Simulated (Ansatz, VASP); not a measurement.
KCl in VASP and in Ansatz

File INCAR:

```
PREC = Accurate ; ENCUT = 520
EDIFF = 1E-6 ; ISMEAR = -1
SIGMA = 0.02 ; LREAL = F
LASPH = T ; NELM = 100
ALGO = Normal ; ISIF = 2
LWAVE = F ; LCHARG = T
GGA = PE ; LELF = T
LVHAR = T ; NBANDS = 15
```

File KPOINTS:

```
regular mesh
0
Gamma
  8 8 8
```

Contents of POSCAR:

```
KCl
1.0
    0.0000000000      3.1448483095      3.1448483095
    3.1448483095      0.0000000000      3.1448483095
    3.1448483095      3.1448483095      0.0000000000
K Cl
1 1
Direct
    0.0000000000      0.0000000000      0.0000000000
    0.5000000000      0.5000000000      0.5000000000
```

Input for Ansatz:

```yaml
crystal:
  lattice:
    - [0.0, 3.1448483095, 3.1448483095]
    - [3.1448483095, 0.0, 3.1448483095]
    - [3.1448483095, 3.1448483095, 0.0]
  atoms:
    - { symbol: K, position: [0.0, 0.0, 0.0] }
    - { symbol: Cl, position: [0.5, 0.5, 0.5] }
kpoints:
  mp_grid: { grid: [8, 8, 8] }
  band_path:
    path:
      - [0.0, 0.0, 0.0]
      - [0.5, 0.0, 0.5]
      - [0.625, 0.25, 0.625]
      - [0.375, 0.375, 0.75]
      - [0.5, 0.5, 0.5]
      - [0.5, 0.25, 0.75]
    npoints: 1
hamiltonian:
  xc: pbe
scf:
  occupations: { method: fermi_dirac, width: 0.02 }
  n_extra_bands: 4
output:
  forces: true
  stress: true
  eigenvalues: true
```

Alike in both runs: task single point; functional PBE; k mesh 8 × 8 × 8; occupations fermi-dirac, width 0.02 eV; no spin polarisation.

```csv
,VASP,Ansatz
version,VASP 6.6.1,Ansatz 0.2.0
potentials or method,"VASP PAW PBE potentials, release 64 (K_sv, Cl)","plane waves, PAW"
plane-wave cutoff (eV),520,420
valence electrons in the cell,16,16
```

```tsv
	VASP	Ansatz	Ansatz less VASP
gap on the k mesh at the Fermi level (eV)	5.19	5.19	+0.002
pressure (GPa)	0.8	0.8	-0.03
```
